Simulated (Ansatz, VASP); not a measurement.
## BP2: VASP beside Ansatz

```xyz
3
Lattice="3.0389 0.0000 0.0000 -1.5195 2.6318 0.0000 0.0000 0.0000 9.7868" Properties=species:S:1:pos:R:3 pbc="T T T"
B     0.0000    0.0000    0.0000
P     0.0000    1.7545    8.6354
P     0.0000    1.7545    1.1514
```

Change from the starting cell: species swapped into the Te2Mo type (P-6m2, No. 187).

Alike in both runs: functional PBE; k mesh 9 × 9 × 2; occupations gaussian, width 0.2 eV; no spin polarisation.

Ansatz relaxed the structure, and its values are those at the end. VASP's run is a single point on that final structure, the one shown.

|  | VASP | Ansatz |
| --- | --- | --- |
| version | VASP 6.6.1 | Ansatz 0.2.0 |
| potentials or method | VASP PAW PBE potentials, release 64 (B, P), cutoff 500 eV | scalar-relativistic, plane waves, PAW |
| valence electrons in the cell | 13 | 13 |

```csv
,VASP,Ansatz,Ansatz less VASP
gap on the k mesh at the Fermi level (eV),none,none,-
rms of the force components (eV/Å),0.042,0.000,-0.0419
```

A gap of «none» marks a metal or a gap that the smearing closes.
